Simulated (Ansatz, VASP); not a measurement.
## As: VASP beside Ansatz

```xyz
4
Lattice="1.8128 -5.4631 0.0000 1.8128 5.4631 0.0000 0.0000 0.0000 4.4400" Properties=species:S:1:pos:R:3 pbc="T T T"
As    1.8128    1.2019    2.4864
As    1.8128   -4.2612    4.1736
As    1.8128   -1.2019    1.9536
As    1.8128    4.2612    0.2664
```

Alike in both runs: task single point; functional LDA; k mesh 8 × 8 × 6; occupations fermi-dirac, width 0.05 eV; no spin polarisation.

|  | VASP | Ansatz |
| --- | --- | --- |
| version | VASP 6.6.1 | Ansatz 0.2.0 |
| potentials or method | VASP PAW LDA potentials, release 64 (As) | Ansatz PAW |
| plane-wave cutoff (eV) | 520 | 420 |
| valence electrons in the cell | 20 | 60 |

```tsv
	VASP	Ansatz	Ansatz less VASP
gap on the k mesh at the Fermi level (eV)	none	none	-
pressure (GPa)	0.0	-0.5	-0.47
traceless stress, the component that is largest in VASP (GPa)	-1.06	-1.03	+0.031
rms of the force components (eV/Å)	0.094	0.075	-0.0182
```

LDA's correlation is that of Perdew and Zunger in VASP and of Perdew and Wang (1992) in Ansatz. Atom by atom the forces differ by 0.049 eV/Å (rms over components). A gap of «none» marks a metal or a gap that the smearing closes. VASP's potentials hold 20 valence electrons a cell and Ansatz's 60, so a difference there can come from the potentials and not from the codes.
